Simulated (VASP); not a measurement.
Write the native input for VASP 6.6.1 that does the following.

* Task: single point
* Functional: r2SCAN
* Potentials or basis: VASP PAW PBE potentials, release 64 (Mg, O)
* Cutoff: 520 eV
* k mesh: 10 × 10 × 10
* Occupations: gaussian, width 0.01 eV
* Spin: no spin polarisation
* Dipole correction: no
* Further INCAR settings: ALGO = Normal; EDIFF = 1e-06; NBANDS = 11

Crystal: MgO.

```
Mg O
1.0
     0.00000    2.01808    2.15970
     2.01808    0.00000    2.15970
     2.01808    2.01808    0.00000
Mg O
1 1
Direct
  0.00000 0.00000 0.00000
  0.50000 0.50000 0.50000
```

This cell differs from its parent crystal: epitaxial xy strain -4.0%.

One way to write it, as run:

POSCAR

```
MgO
1.0
    0.0000000000      2.0180807188      2.1596961461
    2.0180807188      0.0000000000      2.1596961461
    2.0180807188      2.0180807188      0.0000000000
Mg O
1 1
Direct
    0.0000000000      0.0000000000      0.0000000000
    0.5000000000      0.5000000000      0.5000000000
```

INCAR.step1

```
PREC = Accurate
ENCUT = 520
ISMEAR = 0
SIGMA = 0.01
LREAL = F
LASPH = T
NELM = 60
NBANDS = 11
GGA = PE
ALGO = Normal
EDIFF = 1E-4
LWAVE = T
LCHARG = F
```

INCAR.step2

```
PREC = Accurate
ENCUT = 520
EDIFF = 1E-6
ISMEAR = 0
SIGMA = 0.01
LREAL = F
LASPH = T
NELM = 60
ALGO = Normal
ISIF = 2
LWAVE = F
LCHARG = T
METAGGA = R2SCAN
LMIXTAU = T
LELF = T
LVHAR = T
NBANDS = 11
ISTART = 1
```

KPOINTS

```
regular mesh
0
Gamma
  10 10 10
```

Potentials or basis: VASP PAW PBE potentials, release 64 (Mg, O).

Command:

```console
$ cat potpaw_PBE.64/Mg/POTCAR potpaw_PBE.64/O/POTCAR > POTCAR
$ cp INCAR.step1 INCAR
$ mpirun -np 1 vasp_std > vasp.out
$ cp INCAR.step2 INCAR
$ mpirun -np 1 vasp_std > vasp.out
```

It gave:

* Pressure: 10.9 GPa
* Band gap on the k mesh: 6.12 eV, direct

Caveat: the cell differs from its parent crystal (epitaxial xy strain -4.0%); the PAW data sets were made with another functional, which shifts forces and pressure a little.

Wall time 2.5 min on 1 thread of AMD EPYC 7R13 Processor (Zen 3) (shared host), peak memory 0.12 GiB.
